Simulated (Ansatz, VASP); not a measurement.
## CoO: VASP beside Ansatz

Contents of INCAR:

```
SYSTEM = CoO
ALGO = Normal ; EDIFF = 1E-7
ENCUT = 520 ; GGA = PE
ISIF = 2 ; ISMEAR = 0
ISPIN = 2 ; LASPH = .TRUE.
LCHARG = .FALSE. ; LDAU = .TRUE.
LDAUJ = 0 0 ; LDAUL = 2 -1
LDAUPRINT = 1 ; LDAUTYPE = 2
LDAUU = 4 0 ; LMAXMIX = 4
LORBIT = 11 ; LREAL = .FALSE.
LWAVE = .FALSE. ; MAGMOM = 3 0
NBANDS = 18 ; NELM = 150
PREC = Accurate ; SIGMA = 0.05
```

The input KPOINTS:

```
k-points
0
G
  16 16 16
  0 0 0
```

File POSCAR:

```
CoO
1.0
    2.6161540276      0.0000000000      0.0000000000
    0.0000000000      2.6161540276      0.0000000000
    0.0000000000      0.0000000000      2.6161540276
Co O
1 1
Direct
    0.0000000000      0.0000000000      0.0000000000
    0.5000000000      0.5000000000      0.5000000000
```

Input for Ansatz:

```yaml
crystal:
  lattice:
    - [2.6161540276, 0.0, 0.0]
    - [0.0, 2.6161540276, 0.0]
    - [0.0, 0.0, 2.6161540276]
  atoms:
    - { symbol: Co, position: [0.0, 0.0, 0.0], spin: 3.0 }
    - { symbol: O, position: [0.5, 0.5, 0.5] }
basis:
  ecutwfc: 420
kpoints:
  mp_grid: { grid: [16, 16, 16] }
hamiltonian:
  xc: pbe
  hubbard: { sites: [{ species: Co, l: d, u_eff: 4.0 }] }
scf:
  occupations: { method: gaussian, width: 0.05 }
output:
  forces: true
  stress: true
  eigenvalues: true
  populations: true
magnetization:
  spin_polarized: true
```

Alike in both runs: task single point; functional PBE; k mesh 16 × 16 × 16; occupations gaussian, width 0.05 eV; collinear spin; Hubbard terms Co d U = 4.0 eV.

|  | VASP | Ansatz |
| --- | --- | --- |
| version | VASP 6.6.1 | Ansatz 0.2.0 |
| potentials or method | VASP PAW PBE potentials, release 64 (Co, O), cutoff 520 eV | scalar-relativistic, plane waves, PAW |
| valence electrons in the cell | 15 | 23 |

Ansatz gave:

- gap on the k mesh at the Fermi level (eV): 1.20
- least direct gap on the mesh (eV): 1.92
- pressure (GPa): 11.3
- net moment per atom (μB): 1.50
- size of the moment on the site where the two differ most (μB): 2.62

Estimate VASP's values.

gap on the k mesh at the Fermi level (eV): 1.40; least direct gap on the mesh (eV): 1.91; pressure (GPa): 5.7; net moment per atom (μB): 1.50; size of the moment on the site where the two differ most (μB): 2.71.

Site moments also hang on the region over which each program counts them. The programs project onto different local orbitals, so the same U acts differently, and such runs can settle in different states. VASP's potentials hold 15 valence electrons a cell and Ansatz's 23, so a difference there can come from the potentials and not from the codes.
